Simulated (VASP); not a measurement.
# BaTiO3 (Barioperovskite) (Amm2) in VASP: notebook

The runs below take BaTiO3 (Barioperovskite) through single point, with PBEsol, LDA.

All numbers are computed with VASP 6.6.1; they aren't measurements. Logs are shortened: lines on timing, memory, paths and dates and some standing lists are left out, and cuts for length are marked.

## 1. The cell of the first run

Symmetry: Amm2, No. 38, orthorhombic system. Conventional cell: a = 4.012 Å, b = 5.711 Å, c = 5.728 Å, α = 90.00°, β = 90.00°, γ = 90.00°. Within 3.7 Å of Ba (site symmetry mm2) lie 12 O at 2.79 to 2.94 Å and 8 Ti at 3.44 to 3.56 Å. Within 2.6 Å of Ti (site symmetry mm2) lie 6 O at 1.94 to 2.11 Å. Within 2.6 Å of O (site symmetry m) lie 2 Ti at 1.94 to 2.11 Å. Within 2.7 Å of O (site symmetry mm2) lie 2 Ti at 2.01 Å.

## 2. Single point, PBEsol (volume scaled by 1.02)

File INCAR:

```
PREC     = Accurate       # precision mode
ENCUT    = 520            # plane-wave cutoff, eV
EDIFF    = 1E-7           # SCF threshold, eV
ISMEAR   = -1             # smearing method
SIGMA    = 0.05           # smearing width, eV
LREAL    = False          # projectors in reciprocal space
LASPH    = True           # aspherical terms in the spheres
NELM     = 80             # most SCF steps
ALGO     = Normal         # electronic algorithm
ISIF     = 2              # what is computed and relaxed
LWAVE    = False          # write WAVECAR
LCHARG   = False          # write CHGCAR
GGA      = PS             # functional
NBANDS   = 28             # bands
```

File KPOINTS:

```
Automatic mesh
0
Gamma
  7 7 7
```

File POSCAR:

```
BaTiO3
1.0
    4.0118948090      0.0000000000      0.0000000000
    0.0000000000      2.8556879648      2.8639926021
    0.0000000000     -2.8556879648      2.8639926021
Ba Ti O
1 1 3
Direct
    0.0000000000      0.0000000000      0.0000000000
    0.5000000000      0.5124000000      0.5124000000
    0.5000000000      0.9918400000      0.5052400000
    0.5000000000      0.5052400000      0.9918400000
    0.0000000000      0.4874000000      0.4874000000
```

Potentials or basis: VASP PAW PBE potentials, release 64 (Ba_sv, Ti_sv, O).

Launch:

```sh
cat potpaw_PBE.64/Ba_sv/POTCAR potpaw_PBE.64/Ti_sv/POTCAR potpaw_PBE.64/O/POTCAR > POTCAR
mpirun -np 1 vasp_std > vasp.out
```

OUTCAR:

```text
PREC = Accurate
   ENCUT = 520
   EDIFF = 1E-7
   ISMEAR = -1
   LREAL = False
   LASPH = True
   NELM = 80
   ISIF = 2
   GGA = PS

 ion  position               nearest neighbor table
   1  0.000  0.000  0.000-   5 2.79   4 2.83   3 2.83   3 2.83   4 2.83   5 2.86   5 2.86   4 2.86
                             3 2.86   3 2.86   4 2.86   5 2.94   2 3.44   2 3.44   2 3.49   2 3.49
   2  0.500  0.512  0.512-   3 1.94   4 1.94   5 2.01   5 2.01   3 2.11   4 2.11   1 3.44   1 3.44
                             1 3.49   1 3.49   1 3.49   1 3.49   1 3.56   1 3.56
   3  0.500  0.992  0.505-   2 1.94   2 2.11   1 2.83   1 2.83   1 2.86   1 2.86
   4  0.500  0.505  0.992-   2 1.94   2 2.11   1 2.83   1 2.83   1 2.86   1 2.86
   5  0.000  0.487  0.487-   2 2.01   2 2.01   1 2.79   1 2.86   1 2.86   1 2.94

  LATTYP: Found a base centered orthorhombic cell.
 ALAT       =     5.7113759296
 B/A-ratio  =     1.0029081039
 C/A-ratio  =     0.7024392823

  Lattice vectors:

 A1 = (   0.0000000000,   2.8556879648,  -2.8639926021)
 A2 = (   0.0000000000,   2.8556879648,   2.8639926021)
 A3 = (   4.0118948090,   0.0000000000,   0.0000000000)

Analysis of symmetry for initial positions (statically):
=====================================================================
 Subroutine PRICEL returns:
 Original cell was already a primitive cell.

 Routine SETGRP: Setting up the symmetry group for a
 base centered orthorhombic supercell.

 Subroutine GETGRP returns: Found  4 space group operations
 (whereof  4 operations were pure point group operations)
 out of a pool of  8 trial point group operations.

The static configuration has the point symmetry C_2v.

Analysis of symmetry for dynamics (positions and initial velocities):
=====================================================================
 Subroutine PRICEL returns:
 Original cell was already a primitive cell.

 Routine SETGRP: Setting up the symmetry group for a
 base centered orthorhombic supercell.

 Subroutine GETGRP returns: Found  4 space group operations
 (whereof  4 operations were pure point group operations)
 out of a pool of  8 trial point group operations.

The dynamic configuration has the point symmetry C_2v.

 Subroutine INISYM returns: Found  4 space group operations
 (whereof  4 operations are pure point group operations),
 and found     1 'primitive' translations

[... 100 lines left out ...]
   EDIFF  = 0.1E-06   stopping-criterion for ELM
   LREAL  =      F    real-space projection
   EDIFFG = 0.1E-05   stopping-criterion for IOM
   NSW    =      0    number of steps for IOM
   IBRION =     -1    ionic relax: 0-MD 1-quasi-New 2-CG
   NFREE  =      0    steps in history (QN), initial steepest desc. (CG)
   ISIF   =      2    stress and relaxation
   ISYM   =      2    0-nonsym 1-usesym 2-fastsym
   POTIM  = 0.5000    time-step for ionic-motion
   TEBEG  =    0.0;   TEEND  =   0.0 temperature during run
   PSTRESS=    0.0 pullay stress
   NELECT =      40.0000    total number of electrons
   NUPDOWN=      -1.0000    fix difference up-down
   EMIN   =  10.00;   EMAX   =-10.00  energy-range for DOS
   EFERMI =   0.00;   METHOD = LEGACY
   ISMEAR =    -1;   SIGMA  =   0.05  broadening in eV -4-tet -1-fermi 0-gaus
   EFERMI_NEDOS =   21; number of points for ismear=-14 and -15
   IALGO  =     38    algorithm
   IMIX   =      4    mixing-type and parameters
     AMIX     =   0.40;   BMIX     =  1.00
     AMIX_MAG =   1.60;   BMIX_MAG =  1.00
  volume/ion in A,a.u.               =      13.12        88.57
  Fermi-wavevector in a.u.,A,eV,Ry     =   1.388057  2.623048 26.214392  1.926703
  Thomas-Fermi vector in A             =   2.512220
   LORBIT       =      0    0 simple, 1 ext, 2 COOP (PROOUT), +10 PAW based schemes
   GGA     = PS    functional components
   LHFCALC =     F    Hartree Fock is set to
   AEXX    =    0.0000 exact exchange contribution
   IVDW    =     0    specifies the selected vdW correction
   LEPSILON=     F    determine dielectric tensor
   LRPA    =     F    only Hartree local field effects (RPA)
 non-spin polarized calculation
  energy-cutoff  :      520.00
  volume of cell :       65.62
 maximum number of plane-waves:      1789
 NGX is ok and might be reduce to    30
   NGX = 15   NGY = 15   NGZ = 15

 number of electron      39.9999994 magnetization

 Free energy of the ion-electron system (eV)
  ---------------------------------------------------
  ext. energy  EPLUGINS =         0.00000000
  ---------------------------------------------------
  free energy    TOTEN  =       -41.94848047 eV

  energy without entropy =      -41.94848047  energy(sigma->0) =      -41.94848047

 E-fermi :   4.4167     XC(G=0): -11.3911

 val. band max:        3.4418007731   @ k =   0.4286   0.4286   0.4286
 cond. band min:       5.2770179768   @ k =   0.0000   0.0000   0.0000
 fundamental gap:      1.8352172037
 Fermi energy:         4.4167297043

 k-point     1 :       0.0000    0.0000    0.0000
  band No.  band energies     occupation
      1     -52.8755      2.00000
      2     -29.2030      2.00000
      3     -29.2019      2.00000
      4     -29.1871      2.00000
      5     -21.3088      2.00000
      6     -13.2480      2.00000
[... 733 lines left out ...]
     27      11.6326      0.00000
     28      11.7964      0.00000

 [... further k-points ...]

------------------------ aborting loop because EDIFF is reached ----------------------------------------

  FORCE on cell =-STRESS in cart. coord.  units (eV):
  Direction    XX          YY          ZZ          XY          YZ          ZX
  --------------------------------------------------------------------------------------
  -------------------------------------------------------------------------------------
  Total       -2.1238593     -2.0646217     -2.3093872      0.0000000      0.0000000      0.0000000
  in kB      -51.8530318    -50.4067733    -56.3826074      0.0000000      0.0000000      0.0000000
  external PRESSURE =     -52.8808042 kB  Pullay stress =       0.0000000 kB

 VOLUME and BASIS-vectors are now :
 -----------------------------------------------------------------------------
  energy-cutoff  :      520.00
  volume of cell :       65.62
      direct lattice vectors                 reciprocal lattice vectors
     4.011894809  0.000000000  0.000000000     0.249258779  0.000000000  0.000000000
     0.000000000  2.855687965  2.863992602     0.000000000  0.175089158  0.174581457
     0.000000000 -2.855687965  2.863992602     0.000000000 -0.175089158  0.174581457

 POSITION                                       TOTAL-FORCE (eV/Angst)
 -----------------------------------------------------------------------------------
      0.00000      0.00000      0.00000         0.000000      0.000000      0.150591
      2.00595      0.00000      2.93502         0.000000      0.000000      0.278642
      2.00595      1.38958      4.28763         0.000000     -0.078856     -0.328969
      2.00595     -1.38958      4.28763         0.000000      0.078856     -0.328969
      0.00000      0.00000      2.79182         0.000000      0.000000      0.228706
 -----------------------------------------------------------------------------------
    total drift:                                0.000000      0.000001      0.000880

  FREE ENERGIE OF THE ION-ELECTRON SYSTEM (eV)
  ---------------------------------------------------
  free  energy   TOTEN  =       -41.9484804672 eV

  energy  without entropy=      -41.9484804662  energy(sigma->0) =      -41.94848047
```

OSZICAR:

```text
N       E                     dE             d eps       ncg     rms          rms(c)
DAV:   1     0.427770209569E+03    0.42777E+03   -0.20839E+04  3584   0.153E+03
DAV:   2    -0.733397227524E+01   -0.43510E+03   -0.41466E+03  4104   0.424E+02
DAV:   3    -0.501631470512E+02   -0.42829E+02   -0.42469E+02  5004   0.132E+02
DAV:   4    -0.522286563318E+02   -0.20655E+01   -0.20609E+01  5496   0.246E+01
DAV:   5    -0.522908858476E+02   -0.62230E-01   -0.62215E-01  4784   0.333E+00    0.223E+01
DAV:   6    -0.422672717092E+02    0.10024E+02   -0.54239E+01  5352   0.645E+01    0.990E+00
DAV:   7    -0.421468210220E+02    0.12045E+00   -0.98299E+00  4820   0.225E+01    0.661E+00
DAV:   8    -0.419461270235E+02    0.20069E+00   -0.78814E-01  4392   0.804E+00    0.296E+00
DAV:   9    -0.419759527349E+02   -0.29826E-01   -0.27277E-01  5096   0.392E+00    0.150E+00
DAV:  10    -0.419502971171E+02    0.25656E-01   -0.14233E-01  3988   0.395E+00    0.419E-01
DAV:  11    -0.419485315013E+02    0.17656E-02   -0.11018E-02  4720   0.714E-01    0.102E-01
DAV:  12    -0.419485655910E+02   -0.34090E-04   -0.68593E-04  4992   0.213E-01    0.685E-02
DAV:  13    -0.419484809075E+02    0.84683E-04   -0.45703E-04  4360   0.225E-01    0.151E-02
DAV:  14    -0.419484810384E+02   -0.13087E-06   -0.35098E-05  4512   0.502E-02    0.682E-03
DAV:  15    -0.419484810481E+02   -0.96716E-08   -0.69945E-06  5028   0.242E-02    0.674E-03
DAV:  16    -0.419484804497E+02    0.59837E-06   -0.18111E-06  4888   0.120E-02    0.143E-03
DAV:  17    -0.419484804672E+02   -0.17504E-07   -0.26515E-07  3088   0.543E-03
   1 F= -.41948480E+02 E0= -.41948480E+02  d E =-.105105E-08
```

Run time: 52 s. Hardware: 1 thread of Intel Xeon 6975P-C (Granite Rapids), shared host; peak memory 0.25 GiB.

What came out:

| Item | Value |
| --- | --- |
| Free energy | -41.9485 eV |
| Pressure | -5.3 GPa |
| Largest force | 0.338 eV/Å |
| Band gap on the k mesh | 1.84 eV, indirect (least direct gap 1.99 eV) |

Forces in eV/Å, atoms in the order of the input:
```
Ba   0.000  0.000  0.151
Ti   0.000  0.000  0.279
O    0.000 -0.079 -0.329
O    0.000  0.079 -0.329
O    0.000  0.000  0.229
```

Levels at points of the mesh, in eV from the valence-band top:
| k point | band 17 | band 18 | band 19 | band 20 | band 21 | band 22 | band 23 | band 24 |
| --- | --- | --- | --- | --- | --- | --- | --- | --- |
| (0.00, 0.00, 0.00) | -1.01 | -0.30 | -0.20 | -0.15 | 1.84 | 1.90 | 2.05 | 3.98 |

Caveat: the PAW data sets were made with another functional, which shifts forces and pressure a little; spin-orbit coupling is left out, which moves the levels of the heavy elements. A k mesh can miss the band edges.

## 3. Single point, LDA (volume scaled by 1.04)

File INCAR:

```
PREC = Accurate
ENCUT = 520
EDIFF = 1E-7
ISMEAR = -1
SIGMA = 0.05
LREAL = False
LASPH = True
NELM = 60
ALGO = Normal
ISIF = 2
LWAVE = False
LCHARG = False
NBANDS = 28
```

KPOINTS is that of step 2.

Edit POSCAR of step 2 so:

```diff
@@ -2,5 +2,5 @@
 1.0
-    4.0118948090      0.0000000000      0.0000000000
-    0.0000000000      2.8556879648      2.8639926021
-    0.0000000000     -2.8556879648      2.8639926021
+    4.0379468039      0.0000000000      0.0000000000
+    0.0000000000      2.8742319127      2.8825904778
+    0.0000000000     -2.8742319127      2.8825904778
 Ba Ti O
```

Potentials or basis: VASP PAW LDA potentials, release 64 (Ba_sv, Ti_sv, O).

Launch:

```sh
cat potpaw_LDA.64/Ba_sv/POTCAR potpaw_LDA.64/Ti_sv/POTCAR potpaw_LDA.64/O/POTCAR > POTCAR
mpirun -np 1 vasp_std > vasp.out
```

Wall time 49 s (1 thread of Intel Xeon 6975P-C (Granite Rapids), shared host); peak memory 0.23 GiB.

Results (log left out):

```yaml
Free_energy: -43.9502 eV
Pressure: -12.4 GPa
Largest_force: 0.429 eV/Å
Band_gap_on_the_k_mesh: 1.75 eV, indirect (least direct gap 1.92 eV)
```

Forces on the atoms (eV/Å):
```
Ba   0.000  0.000  0.154
Ti   0.000  0.000  0.388
O    0.000 -0.171 -0.394
O    0.000  0.171 -0.394
O    0.000  0.000  0.245
```

Stress tensor (GPa, compression positive):
```
-12.30   0.00   0.00
  0.00 -12.13   0.00
  0.00   0.00 -12.71
```

Levels at points of the mesh, in eV from the valence-band top:
| k point | band 18 | band 19 | band 20 | band 21 | band 22 | band 23 |
| --- | --- | --- | --- | --- | --- | --- |
| (0.00, 0.00, 0.00) | -0.31 | -0.21 | -0.17 | 1.75 | 1.82 | 1.97 |

Caveat: spin-orbit coupling is left out, which moves the levels of the heavy elements.

## 4. Single point, PBEsol (volume scaled by 1.04)

File INCAR:

```
SYSTEM = BaTiO3
ALGO     = Normal         ! electronic algorithm
EDIFF    = 1E-6           ! SCF threshold, eV
ENCUT    = 520            ! plane-wave cutoff, eV
GGA      = PS             ! functional
ISIF     = 2              ! what is computed and relaxed
ISMEAR   = -1             ! smearing method
LASPH    = .True.         ! aspherical terms in the spheres
LCHARG   = .False.        ! write CHGCAR
LREAL    = .False.        ! projectors in reciprocal space
LWAVE    = .False.        ! write WAVECAR
NBANDS   = 28             ! bands
NELM     = 60             ! most SCF steps
PREC     = Accurate       ! precision mode
SIGMA    = 0.05           ! smearing width, eV
```

File KPOINTS:

```
k-points
0
Gamma
  7 7 7
  0 0 0
```

POSCAR is that of step 3.

Potentials or basis: VASP PAW PBE potentials, release 64 (Ba_sv, Ti_sv, O).

Launch:

```sh
cat potpaw_PBE.64/Ba_sv/POTCAR potpaw_PBE.64/Ti_sv/POTCAR potpaw_PBE.64/O/POTCAR > POTCAR
mpirun -np 1 vasp_std > vasp.out
```

Wall time 47 s (1 thread of Intel Xeon 6975P-C (Granite Rapids), shared host); peak memory 0.25 GiB.

The run converged. Its results:

| Property | Result |
| --- | --- |
| Free energy | -41.8958 eV |
| Pressure | -8.1 GPa |
| Largest force | 0.405 eV/Å |
| Band gap on the k mesh | 1.79 eV, indirect (least direct gap 1.97 eV) |

Forces in eV/Å, atoms in the order of the input:
```
Ba   0.000  0.000  0.147
Ti   0.000  0.000  0.373
O    0.000 -0.144 -0.378
O    0.000  0.144 -0.378
O    0.000  0.000  0.236
```

Stress tensor (GPa, compression positive):
```
-8.01  0.00  0.00
 0.00 -7.87  0.00
 0.00  0.00 -8.44
```

Levels at points of the mesh, in eV from the valence-band top:
```tsv
k point	band 16	band 17	band 18	band 19	band 20	band 21	band 22	band 23	band 24	band 25
(0.00, 0.00, 0.00)	-1.03	-0.98	-0.31	-0.21	-0.17	1.79	1.86	2.00	3.85	3.89
```

Caveat: the PAW data sets were made with another functional, which shifts forces and pressure a little; spin-orbit coupling is left out, which moves the levels of the heavy elements. A k mesh can miss the band edges.

## 5. Single point, LDA (volume scaled by 1.06)

File INCAR:

```
SYSTEM = BaTiO3
PREC = Accurate
ENCUT = 520
EDIFF = 1E-7
ISMEAR = -1
SIGMA = 0.05
LREAL = .False.
LASPH = .True.
NELM = 80
ALGO = Normal
ISIF = 2
LWAVE = .False.
LCHARG = .False.
NBANDS = 28
```

File KPOINTS:

```
Automatic mesh
0
Gamma
  7 7 7
  0 0 0
```

Edit POSCAR of step 4 so:

```diff
@@ -2,5 +2,5 @@
 1.0
-    4.0379468039      0.0000000000      0.0000000000
-    0.0000000000      2.8742319127      2.8825904778
-    0.0000000000     -2.8742319127      2.8825904778
+    4.0636669038      0.0000000000      0.0000000000
+    0.0000000000      2.8925396159      2.9009514217
+    0.0000000000     -2.8925396159      2.9009514217
 Ba Ti O
```

Potentials or basis: VASP PAW LDA potentials, release 64 (Ba_sv, Ti_sv, O).

Launch:

```sh
cat potpaw_LDA.64/Ba_sv/POTCAR potpaw_LDA.64/Ti_sv/POTCAR potpaw_LDA.64/O/POTCAR > POTCAR
mpirun -np 1 vasp_std > vasp.out
```

Wall time 54 s (1 thread of Intel Xeon 6975P-C (Granite Rapids), shared host); peak memory 0.23 GiB.

The run converged. Its results:

```yaml
Free_energy: -43.8423 eV
Pressure: -14.8 GPa
Largest_force: 0.497 eV/Å
Band_gap_on_the_k_mesh: 1.71 eV, indirect (least direct gap 1.90 eV)
```

Forces in eV/Å, atoms in the order of the input:
```
Ba   0.000  0.000  0.151
Ti   0.000  0.000  0.477
O    0.000 -0.232 -0.439
O    0.000  0.232 -0.439
O    0.000  0.000  0.250
```

Stress tensor (GPa, compression positive):
```
-14.71   0.00   0.00
  0.00 -14.54   0.00
  0.00   0.00 -15.09
```

Levels at points of the mesh, in eV from the valence-band top:
```
           k point  band 18  band 19  band 20  band 21  band 22  band 23
(0.00, 0.00, 0.00)    -0.32    -0.23    -0.18     1.71     1.78     1.92
```

Caveat: spin-orbit coupling is left out, which moves the levels of the heavy elements. A k mesh can miss the band edges.

## 6. The runs side by side

| level | potentials or basis | cell | gap on the mesh (eV) | pressure (GPa) | largest force (eV/Å) |
| --- | --- | --- | --- | --- | --- |
| PBEsol | VASP PAW PBE potentials, release 64 (Ba_sv, Ti_sv, O) | a = 4.012, b = 4.044, c = 4.044 Å, angles 89.8, 90.0, 90.0°, 5 atoms | 1.84 | -5.3 | 0.34 |
| LDA | VASP PAW LDA potentials, release 64 (Ba_sv, Ti_sv, O) | a = 4.038, b = 4.071, c = 4.071 Å, angles 89.8, 90.0, 90.0°, 5 atoms | 1.75 | -12.4 | 0.43 |
| PBEsol | VASP PAW PBE potentials, release 64 (Ba_sv, Ti_sv, O) | a = 4.038, b = 4.071, c = 4.071 Å, angles 89.8, 90.0, 90.0°, 5 atoms | 1.79 | -8.1 | 0.40 |
| LDA | VASP PAW LDA potentials, release 64 (Ba_sv, Ti_sv, O) | a = 4.064, b = 4.097, c = 4.097 Å, angles 89.8, 90.0, 90.0°, 5 atoms | 1.71 | -14.8 | 0.50 |

Alike in all rows: task single point; no spin polarisation; k mesh 7 × 7 × 7; cutoff (eV) 520; smearing fermi-dirac 0.05 eV.

Caveats: spin-orbit coupling is left out, which moves the levels of the heavy elements; the PAW data sets were made with another functional, which shifts forces and pressure a little (some runs).

Absolute energies hang on the potentials; compare differences alone.
